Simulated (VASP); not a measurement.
# SnO2 (P1) in VASP: single point with PBE

Aim: the single point of SnO2 with PBE.

Everything below comes from runs of VASP 6.6.1. Logs are shortened: lines on timing, memory, paths and dates and some standing lists are left out, and cuts for length are marked.

**1. The cell of the first run**

The typed cell holds 6 atoms: a = 4.828 Å, b = 4.828 Å, c = 3.238 Å, α = 90.00°, β = 90.00°, γ = 90.00°.

**2. Single point, PBE (atom 1 (Sn) moved by (-0.100, -0.200) A along x and z)**

The input, INCAR:

```
SYSTEM = SnO2
ALGO = Normal
EDIFF = 1E-6
ENCUT = 520
GGA = PE
ISIF = 2
ISMEAR = 0
LASPH = .TRUE.
LCHARG = .TRUE.
LELF = .TRUE.
LREAL = .FALSE.
LVHAR = .TRUE.
LWAVE = .FALSE.
NBANDS = 35
NELM = 60
PREC = Accurate
SIGMA = 0.05
```

The input, KPOINTS:

```
k-points
0
G
  6 6 8
  0 0 0
```

The input, POSCAR:

```
SnO2
1.0
    4.8277049961      0.0000000000      0.0000000000
    0.0000000000      4.8277049961      0.0000000000
    0.0000000000      0.0000000000      3.2379909406
Sn O
2 4
Direct
   -0.0207137760      0.0000000000     -0.0617666954
    0.5000000000      0.5000000000      0.5000000000
    0.3066050863      0.3066050863      0.0000000000
    0.1933949137      0.8066050863      0.5000000000
    0.6933949137      0.6933949137      0.0000000000
    0.8066050863      0.1933949137      0.5000000000
```

Potentials or basis: VASP PAW PBE potentials, release 64 (Sn_d, O).

The run is started by

```sh
cat potpaw_PBE.64/Sn_d/POTCAR potpaw_PBE.64/O/POTCAR > POTCAR
mpirun -np 1 vasp_std > vasp.out
```

OUTCAR:

```text
SYSTEM = SnO2
   EDIFF = 1E-6
   ENCUT = 520
   GGA = PE
   ISIF = 2
   ISMEAR = 0
   LASPH = .TRUE.
   LREAL = .FALSE.
   NELM = 60
   PREC = Accurate

 ion  position               nearest neighbor table
   1  0.979  0.000  0.938-   6 1.89   4 1.99   5 2.03   3 2.17   6 2.21   4 2.29   2 3.63   2 3.63

   2  0.500  0.500  0.500-   3 2.09   5 2.09   3 2.09   5 2.09   4 2.09   6 2.09   1 3.63   1 3.63

   3  0.307  0.307  0.000-   2 2.09   2 2.09   1 2.17
   4  0.193  0.807  0.500-   1 1.99   2 2.09   1 2.29
   5  0.693  0.693  0.000-   1 2.03   2 2.09   2 2.09
   6  0.807  0.193  0.500-   1 1.89   2 2.09   1 2.21

  LATTYP: Found a simple tetragonal cell.
 ALAT       =     4.8277049961
 C/A-ratio  =     0.6707101911

  Lattice vectors:

 A1 = (   4.8277049961,   0.0000000000,   0.0000000000)
 A2 = (   0.0000000000,   4.8277049961,   0.0000000000)
 A3 = (   0.0000000000,   0.0000000000,   3.2379909406)

Analysis of symmetry for initial positions (statically):
=====================================================================
 Subroutine PRICEL returns:
 Original cell was already a primitive cell.

 Routine SETGRP: Setting up the symmetry group for a
 simple tetragonal supercell.

 Subroutine GETGRP returns: Found  1 space group operations
 (whereof  1 operations were pure point group operations)
 out of a pool of 16 trial point group operations.

The static configuration has the point symmetry C_1 .

Analysis of symmetry for dynamics (positions and initial velocities):
=====================================================================
 Subroutine PRICEL returns:
 Original cell was already a primitive cell.

 Routine SETGRP: Setting up the symmetry group for a
 simple tetragonal supercell.

 Subroutine GETGRP returns: Found  1 space group operations
 (whereof  1 operations were pure point group operations)
 out of a pool of 16 trial point group operations.

The dynamic configuration has the point symmetry C_1 .

 Subroutine INISYM returns: Found  1 space group operations
 (whereof  1 operations are pure point group operations),
 and found     1 'primitive' translations

----------------------------------------------------------------------------------------

                                     Primitive cell

  volume of cell :      75.4670

  direct lattice vectors                    reciprocal lattice vectors
     4.827704996  0.000000000  0.000000000     0.207137760  0.000000000  0.000000000
     0.000000000  4.827704996  0.000000000     0.000000000  0.207137760  0.000000000
     0.000000000  0.000000000  3.237990941     0.000000000  0.000000000  0.308833477

  length of vectors
     4.827704996  4.827704996  3.237990941     0.207137760  0.207137760  0.308833477

  position of ions in fractional coordinates (direct lattice)
     0.979286224  0.000000000  0.938233305
     0.500000000  0.500000000  0.500000000
     0.306605086  0.306605086  0.000000000
     0.193394914  0.806605086  0.500000000
     0.693394914  0.693394914  0.000000000
     0.806605086  0.193394914  0.500000000

  ion indices of the primitive-cell ions
   primitive index   ion index
                 1           1
                 2           2
                 3           3
                 4           4
                 5           5
                 6           6

----------------------------------------------------------------------------------------

 KPOINTS: k-points

Automatic generation of k-mesh.
 Grid dimensions read from file:
 generate k-points for:    6    6    8

 Generating k-lattice:

  Cartesian coordinates                     Fractional coordinates (reciprocal lattice)
     0.034522960  0.000000000  0.000000000     0.166666667  0.000000000  0.000000000
     0.000000000  0.034522960  0.000000000     0.000000000  0.166666667  0.000000000
     0.000000000  0.000000000  0.038604185     0.000000000  0.000000000  0.125000000

  Length of vectors
     0.034522960  0.034522960  0.038604185

  Shift w.r.t. Gamma in fractional coordinates (k-lattice)
     0.000000000  0.000000000  0.000000000

 Subroutine IBZKPT returns following result:
 ===========================================

 Found    148 irreducible k-points:

 Following reciprocal coordinates:
            Coordinates               Weight
  0.000000  0.000000  0.000000      1.000000
  0.166667  0.000000  0.000000      2.000000
  0.000000  0.166667  0.000000      2.000000
  0.333333  0.000000  0.000000      2.000000
  0.000000  0.333333  0.000000      2.000000
  0.500000  0.000000  0.000000      1.000000
[... 16 lines left out ...]
  0.000000  0.166667  0.125000      2.000000
 -0.166667  0.000000  0.125000      2.000000
 [... further k-points ...]
   k-points           NKPTS =    148   k-points in BZ     NKDIM =    148   number of bands    NBANDS=     35
   number of dos      NEDOS =    301   number of ions     NIONS =      6
   total plane-waves  NPLWV =  31104
   dimension x,y,z NGX =    36 NGY =   36 NGZ =   24
   dimension x,y,z NGXF=    72 NGYF=   72 NGZF=   48
   ions per type =               2   4
   NGX,Y,Z   is equivalent  to a cutoff of  12.40, 12.40, 12.32 a.u.
   NGXF,Y,Z  is equivalent  to a cutoff of  24.79, 24.79, 24.64 a.u.
 SYSTEM =  SnO2
   PREC   = accura    normal or accurate (medium, high low for compatibility)
   ISTART =      0    job   : 0-new  1-cont  2-samecut
   ICHARG =      2    charge: 1-file 2-atom 10-const
   ISPIN  =      1    spin polarized calculation?
   LNONCOLLINEAR =      F non collinear calculations
   LSORBIT =      F    spin-orbit coupling
   LASPH  =      T    aspherical Exc in radial PAW
   ENCUT  =  520.0 eV  38.22 Ry    6.18 a.u.   8.98  8.98  6.02*2*pi/ulx,y,z
   NELM   =     60;   NELMIN=  2; NELMDL= -5     # of ELM steps
   EDIFF  = 0.1E-05   stopping-criterion for ELM
   LREAL  =      F    real-space projection
   EDIFFG = 0.1E-04   stopping-criterion for IOM
   NSW    =      0    number of steps for IOM
   IBRION =     -1    ionic relax: 0-MD 1-quasi-New 2-CG
   NFREE  =      0    steps in history (QN), initial steepest desc. (CG)
   ISIF   =      2    stress and relaxation
   ISYM   =      2    0-nonsym 1-usesym 2-fastsym
   POTIM  = 0.5000    time-step for ionic-motion
   TEBEG  =    0.0;   TEEND  =   0.0 temperature during run
   PSTRESS=    0.0 pullay stress
   NELECT =      52.0000    total number of electrons
   NUPDOWN=      -1.0000    fix difference up-down
   EMIN   =  10.00;   EMAX   =-10.00  energy-range for DOS
   EFERMI =   0.00;   METHOD = LEGACY
   ISMEAR =     0;   SIGMA  =   0.05  broadening in eV -4-tet -1-fermi 0-gaus
   EFERMI_NEDOS =   21; number of points for ismear=-14 and -15
   IALGO  =     38    algorithm
   IMIX   =      4    mixing-type and parameters
     AMIX     =   0.40;   BMIX     =  1.00
     AMIX_MAG =   1.60;   BMIX_MAG =  1.00
  volume/ion in A,a.u.               =      12.58        84.88
  Fermi-wavevector in a.u.,A,eV,Ry     =   1.445962  2.732472 28.447149  2.090806
  Thomas-Fermi vector in A             =   2.564085
   LORBIT       =      0    0 simple, 1 ext, 2 COOP (PROOUT), +10 PAW based schemes
   GGA     = PE    functional components
   LHFCALC =     F    Hartree Fock is set to
   AEXX    =    0.0000 exact exchange contribution
   IVDW    =     0    specifies the selected vdW correction
   LEPSILON=     F    determine dielectric tensor
   LRPA    =     F    only Hartree local field effects (RPA)
 non-spin polarized calculation
 Gauss-broadening in eV      SIGMA  =   0.05
  energy-cutoff  :      520.00
  volume of cell :       75.47
 maximum number of plane-waves:      2068
   NGX = 17   NGY = 17   NGZ = 13

 number of electron      51.9999993 magnetization

 Free energy of the ion-electron system (eV)
  ---------------------------------------------------
  ext. energy  EPLUGINS =         0.00000000
  ---------------------------------------------------
  free energy    TOTEN  =       -36.82756318 eV

  energy without entropy =      -36.82756318  energy(sigma->0) =      -36.82756318

 E-fermi :   5.8933     XC(G=0): -10.9684

 val. band max:        5.5839827388   @ k =   0.0000   0.0000   0.0000
 cond. band min:       6.1686336689   @ k =   0.0000   0.0000   0.0000
 fundamental gap:      0.5846509301
 Fermi energy:         5.8933395883

 k-point     1 :       0.0000    0.0000    0.0000
  band No.  band energies     occupation
      1     -15.5841      2.00000
      2     -14.9452      2.00000
      3     -14.7981      2.00000
      4     -14.6560      2.00000
      5     -14.6310      2.00000
      6     -14.5525      2.00000
[... 27 lines left out ...]
     34      17.0468      0.00000
     35      17.7089      0.00000

 k-point     2 :       0.1667    0.0000    0.0000
  band No.  band energies     occupation
      1     -15.5535      2.00000
      2     -14.9743      2.00000
      3     -14.8153      2.00000
      4     -14.6522      2.00000
      5     -14.6297      2.00000
      6     -14.5705      2.00000
[... 27 lines left out ...]
     34      17.1421      0.00000
     35      17.7681      0.00000

 k-point     3 :       0.0000    0.1667    0.0000
  band No.  band energies     occupation
      1     -15.5502      2.00000
      2     -14.9921      2.00000
      3     -14.8034      2.00000
      4     -14.6520      2.00000
      5     -14.6298      2.00000
      6     -14.5705      2.00000
[... 27 lines left out ...]
     34      17.1714      0.00000
     35      17.7003      0.00000
[... 723 lines left out ...]
 k-point    23 :       0.0000    0.1667    0.1250
  band No.  band energies     occupation
      1     -15.5093      2.00000
      2     -15.0083      2.00000
      3     -14.8238      2.00000
      4     -14.7388      2.00000
      5     -14.6285      2.00000
      6     -14.5592      2.00000
[... 27 lines left out ...]
     34      17.1905      0.00000
     35      17.5196      0.00000

 k-point    24 :      -0.1667    0.0000    0.1250
  band No.  band energies     occupation
      1     -15.5105      2.00000
      2     -14.9903      2.00000
      3     -14.8454      2.00000
      4     -14.7349      2.00000
      5     -14.6285      2.00000
      6     -14.5617      2.00000
[... 27 lines left out ...]
     34      17.1656      0.00000
     35      17.5859      0.00000

 [... further k-points ...]

------------------------ aborting loop because EDIFF is reached ----------------------------------------

  FORCE on cell =-STRESS in cart. coord.  units (eV):
  Direction    XX          YY          ZZ          XY          YZ          ZX
  --------------------------------------------------------------------------------------
  -------------------------------------------------------------------------------------
  Total        1.2546752      1.7599026      2.6561542     -1.0101713     -1.3243938      0.7523505
  in kB       26.6369699     37.3630348     56.3906097    -21.4461094    -28.1171086     15.9725311
  external PRESSURE =      40.1302048 kB  Pullay stress =       0.0000000 kB

 VOLUME and BASIS-vectors are now :
 -----------------------------------------------------------------------------
  energy-cutoff  :      520.00
  volume of cell :       75.47
      direct lattice vectors                 reciprocal lattice vectors
     4.827704996  0.000000000  0.000000000     0.207137760  0.000000000  0.000000000
     0.000000000  4.827704996  0.000000000     0.000000000  0.207137760  0.000000000
     0.000000000  0.000000000  3.237990941     0.000000000  0.000000000  0.308833477

 POSITION                                       TOTAL-FORCE (eV/Angst)
 -----------------------------------------------------------------------------------
      4.72770      0.00000      3.03799         2.317525     -0.556392      3.918551
      2.41385      2.41385      1.61900        -0.870433     -0.008725     -0.018200
      1.48020      1.48020      0.00000        -0.166200     -0.242903     -0.113842
      0.93365      3.89405      1.61900         0.084571     -0.142476     -1.247250
      3.34751      3.34751      0.00000        -0.188812     -0.270932     -0.038228
      3.89405      0.93365      1.61900        -1.176650      1.221429     -2.501031
 -----------------------------------------------------------------------------------
    total drift:                                0.000076     -0.000043     -0.000118

  FREE ENERGIE OF THE ION-ELECTRON SYSTEM (eV)
  ---------------------------------------------------
  free  energy   TOTEN  =       -36.8275631812 eV

  energy  without entropy=      -36.8275631812  energy(sigma->0) =      -36.82756318
```

It took 4.7 min on 1 thread of Intel Xeon 8259CL, shared host; peak memory 0.4 GiB.

What came out:

| Quantity | Value |
| --- | --- |
| Free energy | -36.8276 eV |
| Pressure | 4.0 GPa |
| Largest force | 4.586 eV/Å |
| Band gap on the k mesh | 0.58 eV |

Forces on the atoms (eV/Å):
```
Sn   2.318 -0.556  3.919
Sn  -0.870 -0.009 -0.018
O   -0.166 -0.243 -0.114
O    0.085 -0.142 -1.247
O   -0.189 -0.271 -0.038
O   -1.177  1.221 -2.501
```

Stress tensor (GPa, compression positive):
```
 2.66 -2.14  1.60
-2.14  3.74 -2.81
 1.60 -2.81  5.64
```

Caveat: the cell differs from its parent crystal (atom 1 (Sn) moved by (-0.100, -0.200) A along x and z); the cell stands under pressure; spin-orbit coupling is left out, which moves the levels of the heavy elements; forces of over 1 eV/Å act on the atoms, so gaps and moduli don't describe the material at rest.
